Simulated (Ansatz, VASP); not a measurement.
**Two plane-wave programs on CaSe**

The input POSCAR:

```
CaSe
1.0
    0.0000000000      3.2795613675      3.2795613675
    3.2795613675      0.0000000000      3.2795613675
    3.2795613675      3.2795613675      0.0000000000
Ca Se
1 1
Direct
    0.0000000000      0.0000000000      0.0000000000
    0.2500000000      0.2500000000      0.2500000000
```

File INCAR.step1:

```
SYSTEM = CaSe
PREC = Accurate
ENCUT = 520
ISMEAR = 0
SIGMA = 0.01
LREAL = .FALSE.
LASPH = .TRUE.
NELM = 60
NBANDS = 15
GGA = PE
ALGO = Normal
EDIFF = 1E-4
LWAVE = .TRUE.
LCHARG = .FALSE.
```

INCAR.step2

```
SYSTEM = CaSe
PREC = Accurate
ENCUT = 520
EDIFF = 1E-6
ISMEAR = 0
SIGMA = 0.01
LREAL = .FALSE.
LASPH = .TRUE.
NELM = 60
ALGO = Normal
ISIF = 2
LWAVE = .FALSE.
LCHARG = .FALSE.
METAGGA = R2SCAN
LMIXTAU = .TRUE.
NBANDS = 15
ISTART = 1
```

Contents of KPOINTS:

```
regular mesh
0
G
  4 4 4
  0 0 0
```

Input for Ansatz:

```yaml
crystal:
  lattice:
    - [0.0, 3.2795613675, 3.2795613675]
    - [3.2795613675, 0.0, 3.2795613675]
    - [3.2795613675, 3.2795613675, 0.0]
  atoms:
    - { symbol: Ca, position: [0.0, 0.0, 0.0] }
    - { symbol: Se, position: [0.25, 0.25, 0.25] }
kpoints:
  mp_grid: { grid: [4, 4, 4] }
hamiltonian:
  xc: r2scan
scf:
  occupations: { method: fixed }
  n_extra_bands: 4
  max_iter: 82
output:
  forces: true
  stress: true
  eigenvalues: true
basis:
  ecutrho_ratio: 12
```

Alike in both runs: task single point; functional r2SCAN; k mesh 4 × 4 × 4; no spin polarisation.

|  | VASP | Ansatz |
| --- | --- | --- |
| version | VASP 6.6.1 | Ansatz 0.2.0 |
| potentials or method | VASP PAW PBE potentials, release 64 (Ca_sv, Se) | plane waves |
| plane-wave cutoff (eV) | 520 | 500 |
| occupations | gaussian, width 0.01 eV | fixed |
| valence electrons in the cell | 16 | 26 |

Ansatz gave:

- gap on the k mesh at the Fermi level (eV): 3.70
- pressure (GPa): 0.0

Task: Estimate VASP's values.

Result: gap on the k mesh at the Fermi level (eV): 3.68; pressure (GPa): 0.2.

VASP's potentials were made for PBE, not for r2SCAN. VASP's potentials hold 16 valence electrons a cell and Ansatz's 26, so a difference there can come from the potentials and not from the codes.
